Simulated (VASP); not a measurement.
## C: single point with LDA

The system is C.

```
C
1.0
     0.00000    1.76586    1.76586
     1.76586    0.00000    1.76586
     1.76586    1.76586    0.00000
C
2
Direct
  0.87500 0.87500 0.87500
  0.12500 0.12500 0.12500
```

```yaml
Program: VASP 6.6.1
Task: single point
Functional: LDA
Potentials_or_basis: VASP PAW LDA potentials, release 64 (C_h)
Cutoff: 910 eV
k_mesh: 14 × 14 × 14
Occupations: fermi-dirac, width 0.02 eV
Spin: no spin polarisation
Dipole_correction: no
Second_run: hard_potentials
Further_INCAR_settings: ALGO = Normal; EDIFF = 1e-06; NBANDS = 11
```

```yaml
Pressure: 0.7 GPa
Band_gap_on_the_k_mesh: 4.17 eV, indirect (least direct gap 5.63 eV)
```

Levels at points of the mesh, in eV from the valence-band top:
```tsv
k point	band 1	band 2	band 3	band 4	band 5	band 6	band 7	band 8	band 9
(0.00, 0.00, 0.00)	-21.72	0.00	0.00	0.00	5.63	5.63	5.63	14.23	19.40
(0.50, 0.00, 0.00)	-15.71	-13.69	-2.87	-2.87	8.51	8.51	9.42	15.67	21.95
(0.50, 0.50, 0.00)	-12.82	-12.82	-6.47	-6.47	4.77	4.77	17.07	17.07	23.47
```

Run time: 28 s on 1 thread of AMD EPYC 7R43 64-Core Processor (Zen 3) (shared host), peak memory 0.1 GiB.

Caveat: the cutoff is under 1.25 times the usual one of these potentials, so pressure, stress and relaxed cells hold a basis-set (Pulay) error. A k mesh can miss the band edges.
